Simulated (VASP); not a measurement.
# W (Fm-3m) in VASP: further runs

Runs on W. Level: r2SCAN. Tasks: single point, relaxation of cell and atoms.

All numbers are computed with VASP 6.6.1; they aren't measurements. Logs are shortened: lines on timing, memory, paths and dates and some standing lists are left out, and cuts for length are marked.

## Step 1: The cell of the first run

Symmetry: Fm-3m, No. 225, cubic system. The conventional cell has a = 4.017 Å, b = 4.017 Å, c = 4.017 Å, α = 90.00°, β = 90.00°, γ = 90.00°. W (site symmetry m-3m) has 12 W at 2.84 Å within 3.7 Å.

This isn't the form of W at room conditions, which is bcc.

## Step 2: Single point, r2SCAN

POSCAR reads:

```
W
1.0
    0.0000000000     -2.0085763246     -2.0085763246
    0.0000000000      2.0085763246     -2.0085763246
    4.0171526491      0.0000000000      0.0000000000
W
2
Direct
    0.5000000000      0.5000000000      0.5000000000
    0.0000000000      0.0000000000      0.0000000000
```

INCAR.step1 reads:

```
SYSTEM = W
PREC = Accurate
ENCUT = 520
ISMEAR = 0
SIGMA = 0.15
LREAL = .FALSE.
LASPH = .TRUE.
NELM = 80
NBANDS = 21
GGA = PE
ALGO = Normal
EDIFF = 1E-4
LWAVE = .TRUE.
LCHARG = .FALSE.
```

INCAR.step2 reads:

```
SYSTEM = W
PREC = Accurate
ENCUT = 520
EDIFF = 1E-6
ISMEAR = 0
SIGMA = 0.15
LREAL = .FALSE.
LASPH = .TRUE.
NELM = 80
ALGO = Normal
ISIF = 2
LWAVE = .FALSE.
LCHARG = .FALSE.
METAGGA = R2SCAN
LMIXTAU = .TRUE.
NBANDS = 21
ISTART = 1
```

KPOINTS reads:

```
regular mesh
0
G
  12 12 8
  0 0 0
```

Potentials or basis: VASP PAW PBE potentials, release 64 (W_sv).

The run is started by

```console
$ cat potpaw_PBE.64/W_sv/POTCAR > POTCAR
$ cp INCAR.step1 INCAR
$ mpirun -np 1 vasp_std > vasp.out
$ cp INCAR.step2 INCAR
$ mpirun -np 1 vasp_std > vasp.out
```

OUTCAR:

```text
SYSTEM = W
   PREC = Accurate
   ENCUT = 520
   EDIFF = 1E-6
   ISMEAR = 0
   LREAL = .FALSE.
   LASPH = .TRUE.
   NELM = 80
   ISIF = 2
   METAGGA = R2SCAN
   ISTART = 1

 ion  position               nearest neighbor table
   1  0.500  0.500  0.500-   2 2.84   2 2.84   2 2.84   2 2.84   2 2.84   2 2.84   2 2.84   2 2.84

   2  0.000  0.000  0.000-   1 2.84   1 2.84   1 2.84   1 2.84   1 2.84   1 2.84   1 2.84   1 2.84

  LATTYP: Found a simple tetragonal cell.
 ALAT       =     2.8405558793
 C/A-ratio  =     1.4142135623

  Lattice vectors:

 A1 = (   0.0000000000,  -2.0085763246,  -2.0085763246)
 A2 = (   0.0000000000,   2.0085763246,  -2.0085763246)
 A3 = (   4.0171526491,   0.0000000000,   0.0000000000)

Analysis of symmetry for initial positions (statically):
=====================================================================
 Subroutine PRICEL returns following result:

  LATTYP: Found a face centered cubic cell.
 ALAT       =     4.0171526492

  Lattice vectors:

 A1 = (  -2.0085763246,   0.0000000000,   2.0085763246)
 A2 = (  -2.0085763246,  -2.0085763246,   0.0000000000)
 A3 = (   0.0000000000,  -2.0085763246,   2.0085763246)

   2 primitive cells build up your supercell.

 Routine SETGRP: Setting up the symmetry group for a
 simple tetragonal supercell.

 Subroutine GETGRP returns: Found 16 space group operations
 (whereof 16 operations were pure point group operations)
 out of a pool of 16 trial point group operations.

The static configuration has the point symmetry D_4h.

Analysis of symmetry for dynamics (positions and initial velocities):
=====================================================================
 Subroutine PRICEL returns following result:

  LATTYP: Found a face centered cubic cell.
 ALAT       =     4.0171526492

  Lattice vectors:

 A1 = (  -2.0085763246,   0.0000000000,   2.0085763246)
 A2 = (  -2.0085763246,  -2.0085763246,   0.0000000000)
 A3 = (   0.0000000000,  -2.0085763246,   2.0085763246)

   2 primitive cells build up your supercell.

 Routine SETGRP: Setting up the symmetry group for a
 simple tetragonal supercell.

 Subroutine GETGRP returns: Found 16 space group operations
 (whereof 16 operations were pure point group operations)
 out of a pool of 16 trial point group operations.

The dynamic configuration has the point symmetry D_4h.

 Subroutine INISYM returns: Found 16 space group operations
 (whereof 16 operations are pure point group operations),
 and found     2 'primitive' translations

----------------------------------------------------------------------------------------

                                     Primitive cell

  volume of cell :      16.2067

  direct lattice vectors                    reciprocal lattice vectors
    -2.008576325  0.000000000  2.008576325    -0.248932537  0.248932537  0.248932537
    -2.008576325 -2.008576325  0.000000000    -0.248932537 -0.248932537 -0.248932537
     0.000000000 -2.008576325  2.008576325     0.248932537 -0.248932537  0.248932537

  length of vectors
     2.840555879  2.840555879  2.840555879     0.431163802  0.431163802  0.431163802

  position of ions in fractional coordinates (direct lattice)
     0.000000000  0.000000000  1.000000000

  ion indices of the primitive-cell ions
   primitive index   ion index
                 1           1

----------------------------------------------------------------------------------------

 KPOINTS: regular mesh

Automatic generation of k-mesh.
 Grid dimensions read from file:
 generate k-points for:   12   12    8

 Generating k-lattice:

  Cartesian coordinates                     Fractional coordinates (reciprocal lattice)
     0.000000000 -0.020744378 -0.020744378     0.083333333  0.000000000  0.000000000
     0.000000000  0.020744378 -0.020744378     0.000000000  0.083333333  0.000000000
     0.031116567  0.000000000  0.000000000     0.000000000  0.000000000  0.125000000

  Length of vectors
     0.029336981  0.029336981  0.031116567

  Shift w.r.t. Gamma in fractional coordinates (k-lattice)
     0.000000000  0.000000000  0.000000000

 Subroutine IBZKPT returns following result:
 ===========================================

 Found    140 irreducible k-points:

 Following reciprocal coordinates:
            Coordinates               Weight
  0.000000  0.000000  0.000000      1.000000
  0.083333  0.000000  0.000000      4.000000
  0.166667  0.000000  0.000000      4.000000
  0.250000  0.000000  0.000000      4.000000
  0.333333  0.000000  0.000000      4.000000
  0.416667  0.000000  0.000000      4.000000
[... 16 lines left out ...]
  0.333333  0.333333  0.000000      4.000000
  0.416667  0.333333  0.000000      8.000000
 [... further k-points ...]
   k-points           NKPTS =    140   k-points in BZ     NKDIM =    140   number of bands    NBANDS=     21
   number of dos      NEDOS =    301   number of ions     NIONS =      2
   total plane-waves  NPLWV =  17280
   dimension x,y,z NGX =    24 NGY =   24 NGZ =   30
   dimension x,y,z NGXF=    48 NGYF=   48 NGZF=   60
   ions per type =               2
   NGX,Y,Z   is equivalent  to a cutoff of  14.05, 14.05, 12.42 a.u.
   NGXF,Y,Z  is equivalent  to a cutoff of  28.09, 28.09, 24.83 a.u.
 SYSTEM =  W
   PREC   = accura    normal or accurate (medium, high low for compatibility)
   ISTART =      1    job   : 0-new  1-cont  2-samecut
   ICHARG =      0    charge: 1-file 2-atom 10-const
   ISPIN  =      1    spin polarized calculation?
   LNONCOLLINEAR =      F non collinear calculations
   LSORBIT =      F    spin-orbit coupling
   LASPH  =      T    aspherical Exc in radial PAW
   ENCUT  =  520.0 eV  38.22 Ry    6.18 a.u.   5.28  5.28  7.47*2*pi/ulx,y,z
   NELM   =     80;   NELMIN=  2; NELMDL=  0     # of ELM steps
   EDIFF  = 0.1E-05   stopping-criterion for ELM
   LREAL  =      F    real-space projection
   EDIFFG = 0.1E-04   stopping-criterion for IOM
   NSW    =      0    number of steps for IOM
   IBRION =     -1    ionic relax: 0-MD 1-quasi-New 2-CG
   NFREE  =      0    steps in history (QN), initial steepest desc. (CG)
   ISIF   =      2    stress and relaxation
   ISYM   =      2    0-nonsym 1-usesym 2-fastsym
   POTIM  = 0.5000    time-step for ionic-motion
   TEBEG  =    0.0;   TEEND  =   0.0 temperature during run
   PSTRESS=    0.0 pullay stress
   NELECT =      28.0000    total number of electrons
   NUPDOWN=      -1.0000    fix difference up-down
   EMIN   =  10.00;   EMAX   =-10.00  energy-range for DOS
   EFERMI =   0.00;   METHOD = LEGACY
   ISMEAR =     0;   SIGMA  =   0.15  broadening in eV -4-tet -1-fermi 0-gaus
   EFERMI_NEDOS =   21; number of points for ismear=-14 and -15
   IALGO  =     38    algorithm
   IMIX   =      4    mixing-type and parameters
     AMIX     =   0.40;   BMIX     =  1.00
     AMIX_MAG =   1.60;   BMIX_MAG =  1.00
  volume/ion in A,a.u.               =      16.21       109.37
  Fermi-wavevector in a.u.,A,eV,Ry     =   1.559143  2.946352 33.074751  2.430926
  Thomas-Fermi vector in A             =   2.662544
   LORBIT       =      0    0 simple, 1 ext, 2 COOP (PROOUT), +10 PAW based schemes
   METAGGA = R2SCAN    functional components
   LHFCALC =     F    Hartree Fock is set to
   AEXX    =    0.0000 exact exchange contribution
   IVDW    =     0    specifies the selected vdW correction
   LEPSILON=     F    determine dielectric tensor
   LRPA    =     F    only Hartree local field effects (RPA)
 non-spin polarized calculation
 Gauss-broadening in eV      SIGMA  =   0.15
  energy-cutoff  :      520.00
  volume of cell :       32.41
 maximum number of plane-waves:       896
 NGX is ok and might be reduce to    24

 number of electron      27.9999996 magnetization

 Free energy of the ion-electron system (eV)
  ---------------------------------------------------
  ext. energy  EPLUGINS =         0.00000000
  ---------------------------------------------------
  free energy    TOTEN  =      -101.60462581 eV

  energy without entropy =     -101.57621864  energy(sigma->0) =     -101.59042222

 E-fermi :  10.5361     XC(G=0): -14.8086

 val. band max:       10.5283387766   @ k =   0.3333   0.0833   0.2500
 cond. band min:      10.5424467742   @ k =   0.0833   0.0833   0.2500
 fundamental gap:      0.0141079976
 Fermi energy:        10.5360752832

 k-point     1 :       0.0000    0.0000    0.0000
  band No.  band energies     occupation
      1     -65.0701      2.00000
      2     -64.9012      2.00000
      3     -29.1817      2.00000
      4     -28.4479      2.00000
      5     -28.4479      2.00000
      6     -27.9904      2.00000
[... 13 lines left out ...]
     20      16.5738      0.00000
     21      22.9342      0.00000

 k-point     2 :       0.0833    0.0000    0.0000
  band No.  band energies     occupation
      1     -65.0645      2.00000
      2     -64.9012      2.00000
      3     -29.1579      2.00000
      4     -28.4878      2.00000
      5     -28.4364      2.00000
      6     -28.0477      2.00000
[... 13 lines left out ...]
     20      17.5352      0.00000
     21      21.8125      0.00000

 k-point     3 :       0.1667    0.0000    0.0000
  band No.  band energies     occupation
      1     -65.0484      2.00000
      2     -64.9018      2.00000
      3     -29.0888      2.00000
      4     -28.5940      2.00000
      5     -28.4032      2.00000
      6     -28.2037      2.00000
[... 13 lines left out ...]
     20      19.3529      0.00000
     21      20.1332      0.00000
[... 457 lines left out ...]
 k-point    23 :       0.3333    0.3333    0.0000
  band No.  band energies     occupation
      1     -64.9436      2.00000
      2     -64.9009      2.00000
      3     -29.0074      2.00000
      4     -28.9118      2.00000
      5     -28.6367      2.00000
      6     -28.4631      2.00000
[... 13 lines left out ...]
     20      20.1322      0.00000
     21      21.6235      0.00000

 k-point    24 :       0.4167    0.3333    0.0000
  band No.  band energies     occupation
      1     -64.9256      2.00000
      2     -64.9035      2.00000
      3     -29.0727      2.00000
      4     -29.0241      2.00000
      5     -28.5497      2.00000
      6     -28.4459      2.00000
[... 13 lines left out ...]
     20      18.7713      0.00000
     21      22.0373      0.00000

 [... further k-points ...]
[... 5 lines left out ...]
  --------------------------------------------------------------------------------------
  -------------------------------------------------------------------------------------
  Total        0.1947614      0.1707484      0.1707484      0.0000000      0.0000000     -0.0000000
  in kB        9.6269422      8.4399951      8.4399951      0.0000000      0.0000000     -0.0000000
  external PRESSURE =       8.8356441 kB  Pullay stress =       0.0000000 kB

 VOLUME and BASIS-vectors are now :
 -----------------------------------------------------------------------------
  energy-cutoff  :      520.00
  volume of cell :       32.41
      direct lattice vectors                 reciprocal lattice vectors
     0.000000000 -2.008576325 -2.008576325     0.000000000 -0.248932537 -0.248932537
     0.000000000  2.008576325 -2.008576325     0.000000000  0.248932537 -0.248932537
     4.017152649  0.000000000  0.000000000     0.248932537  0.000000000  0.000000000

 POSITION                                       TOTAL-FORCE (eV/Angst)
 -----------------------------------------------------------------------------------
      2.00858      0.00000     -2.00858        -0.000000      0.000000     -0.000000
      0.00000      0.00000      0.00000         0.000000     -0.000000      0.000000
 -----------------------------------------------------------------------------------
    total drift:                               -0.000000      0.000000     -0.000000

  FREE ENERGIE OF THE ION-ELECTRON SYSTEM (eV)
  ---------------------------------------------------
  free  energy   TOTEN  =      -101.6046258090 eV

  energy  without entropy=     -101.5762186375  energy(sigma->0) =     -101.59042222
```

Wall time 3.7 min (1 thread of Intel Xeon 8259CL, shared host); peak memory 0.18 GiB.

What came out:

| Item | Value |
| --- | --- |
| Free energy | -101.6046 eV |
| Pressure | 0.9 GPa |
| Band gap on the k mesh | zero (bands 14 and 15 overlap by 3.49 eV) |

Levels at points of the mesh, in eV from the Fermi level:
```
           k point  band 11  band 12  band 13  band 14  band 15  band 16  band 17  band 18
(0.00, 0.00, 0.00)    -4.89    -0.63    -0.63    -0.63     2.82     2.82     3.06     5.38
(0.50, 0.00, 0.00)    -2.31    -2.31    -1.97    -1.97     1.00     1.00     2.35     2.35
(0.50, 0.50, 0.00)    -4.89    -4.89     3.06     3.06     5.39     5.39     6.04     6.04
(0.00, 0.00, 0.50)    -3.17    -3.17    -0.06    -0.06     1.63     1.63     1.63     1.63
(0.50, 0.00, 0.50)    -0.79    -0.79    -0.79    -0.79     0.47     0.47     5.34     5.34
(0.50, 0.50, 0.50)    -2.24    -2.24    -2.24    -2.24     1.45     1.45     6.05     6.05
```

Caveat: the PAW data sets were made with another functional, which shifts forces and pressure a little; spin-orbit coupling is left out, which moves the levels of the heavy elements.

## Step 3: Relaxation of cell and atoms, r2SCAN

This run uses another cell than the first one: it holds 1 atom, not 2.

POSCAR reads:

```
W
1.0
    0.0000000000      2.0091471692      2.0091471692
    2.0091471692      0.0000000000      2.0091471692
    2.0091471692      2.0091471692      0.0000000000
W
1
Direct
    0.0000000000      0.0000000000      0.0000000000
```

INCAR.step1 reads:

```
PREC = Accurate ; ENCUT = 600
ISMEAR = 0 ; SIGMA = 0.1
LREAL = False ; LASPH = True
NELM = 80 ; GGA = PE
ALGO = Normal ; EDIFF = 1E-4
LWAVE = True ; LCHARG = False
```

INCAR.step2 reads:

```
PREC = Accurate ; ENCUT = 600
EDIFF = 1E-7 ; ISMEAR = 0
SIGMA = 0.1 ; LREAL = False
LASPH = True ; NELM = 80
ALGO = Normal ; ISIF = 3
LWAVE = False ; LCHARG = False
METAGGA = R2SCAN ; LMIXTAU = True
IBRION = 2 ; NSW = 100
EDIFFG = -0.005 ; ISTART = 1
```

KPOINTS reads:

```
Automatic mesh
0
Gamma
  18 18 18
```

Potentials or basis: VASP PAW PBE potentials, release 64 (W_sv).

The run is started by

```console
$ cat potpaw_PBE.64/W_sv/POTCAR > POTCAR
$ cp INCAR.step1 INCAR
$ mpirun -np 1 vasp_std > vasp.out
$ cp INCAR.step2 INCAR
$ mpirun -np 1 vasp_std > vasp.out
```

Wall time 6.5 min (1 thread of Intel Xeon 8259CL, shared host); peak memory 0.15 GiB.

Results (log left out):

```
Free energy                           : -50.8008 eV
Relaxed volume                        : 16.26 Å³/atom
Relaxed cell                          : a = 2.844 Å, b = 2.844 Å, c = 2.844 Å, α = 60.00°, β = 60.00°, γ = 60.00°
Space group after relaxing (to 0.1 Å) : Fm-3m (No. 225)
Energy gained by relaxing             : 0.1 meV/atom
Ionic steps                           : 3
Pressure after relaxing               : 0.0 GPa
Band gap on the k mesh                : zero (bands 7 and 8 overlap by 3.66 eV)
```

The path:
| step | energy change (eV) | largest force (eV/Å) | pressure (GPa) | volume (Å³) |
| --- | --- | --- | --- | --- |
| 1 | 0.0000 | 0.0000 | 0.85 | 16.22 |
| 2 | 0.0013 | 0.0000 | -2.89 | 16.42 |
| 3 | -0.0001 | 0.0000 | 0.01 | 16.26 |

Final structure:
```
W
1.0
     0.00000    2.01097    2.01097
     2.01097    0.00000    2.01097
     2.01097    2.01097    0.00000
W
1
Direct
  0.00000 0.00000 0.00000
```

Levels at points of the mesh, in eV from the Fermi level:
| k point | band 3 | band 4 | band 5 | band 6 | band 7 | band 8 | band 9 | band 10 | band 11 |
| --- | --- | --- | --- | --- | --- | --- | --- | --- | --- |
| (0.00, 0.00, 0.00) | -38.52 | -38.52 | -9.53 | -0.60 | -0.60 | -0.60 | 2.83 | 2.83 | 13.38 |
| (0.50, 0.00, 0.00) | -38.69 | -38.69 | -5.95 | -0.76 | -0.76 | 0.48 | 5.33 | 5.33 | 10.96 |
| (0.50, 0.50, 0.00) | -38.97 | -38.97 | -5.78 | -4.84 | 3.06 | 5.38 | 6.03 | 6.03 | 12.39 |

Caveat: the PAW data sets were made with another functional, which shifts forces and pressure a little; spin-orbit coupling is left out, which moves the levels of the heavy elements.

[end of part 1 of 2]

The gap in the log of VASP goes by the Fermi energy; the results here count the filled bands.